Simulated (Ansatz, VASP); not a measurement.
Re: VASP beside Ansatz

INCAR

```
SYSTEM = Re
PREC     = Accurate       ! precision mode
ENCUT    = 520            ! plane-wave cutoff, eV
EDIFF    = 1E-6           ! SCF threshold, eV
ISMEAR   = -1             ! smearing method
SIGMA    = 0.05           ! smearing width, eV
LREAL    = .FALSE.        ! projectors in reciprocal space
LASPH    = .TRUE.         ! aspherical terms in the spheres
NELM     = 80             ! most SCF steps
ALGO     = Normal         ! electronic algorithm
ISIF     = 2              ! what is computed and relaxed
LWAVE    = .FALSE.        ! write WAVECAR
LCHARG   = .FALSE.        ! write CHGCAR
GGA      = PS             ! functional
NBANDS   = 10             ! bands
```

File KPOINTS:

```
regular mesh
0
G
  14 14 14
  0 0 0
```

POSCAR

```
Re
1.0
    0.0000000000      2.0009898225      2.0009898225
    2.0009898225      0.0000000000      2.0009898225
    2.0009898225      2.0009898225      0.0000000000
Re
1
Direct
    0.0000000000      0.0000000000      0.0000000000
```

Input for Ansatz:

```yaml
crystal:
  lattice:
    - [0.0, 2.0009898225, 2.0009898225]
    - [2.0009898225, 0.0, 2.0009898225]
    - [2.0009898225, 2.0009898225, 0.0]
  atoms:
    - { symbol: Re, position: [0.0, 0.0, 0.0] }
kpoints:
  mp_grid: { grid: [14, 14, 14] }
  band_path:
    path:
      - [0.0, 0.0, 0.0]
      - [0.5, 0.0, 0.5]
      - [0.625, 0.25, 0.625]
      - [0.375, 0.375, 0.75]
      - [0.0, 0.0, 0.0]
      - [0.5, 0.5, 0.5]
      - [0.5, 0.25, 0.75]
      - [0.5, 0.0, 0.5]
    npoints: 5
scf:
  occupations: { method: fermi_dirac, width: 0.05 }
hamiltonian:
  xc: pbesol
  pseudopotentials: { kind: all_electron, lapw: { basis_error: 0.00025 } }
output:
  forces: true
  stress: true
  eigenvalues: true
```

Change from the starting cell: volume scaled by 1.04.

Alike in both runs: task single point; functional PBEsol; k mesh 14 × 14 × 14; occupations fermi-dirac, width 0.05 eV; no spin polarisation.

|  | VASP | Ansatz |
| --- | --- | --- |
| version | VASP 6.6.1 | Ansatz 0.2.0 |
| potentials or method | VASP PAW PBE potentials, release 64 (Re), cutoff 520 eV | all-electron LAPW, scalar-relativistic |

```csv
,VASP,Ansatz,Ansatz less VASP
pressure (GPa),-29.9,-29.2,+0.75
```

VASP's potentials were made for PBE, not for PBEsol. Both programs put the cell under strong tension, so it lies far from rest at this level. Ansatz ran all-electron here, and VASP with PAW potentials.

Spin-orbit coupling is off throughout.
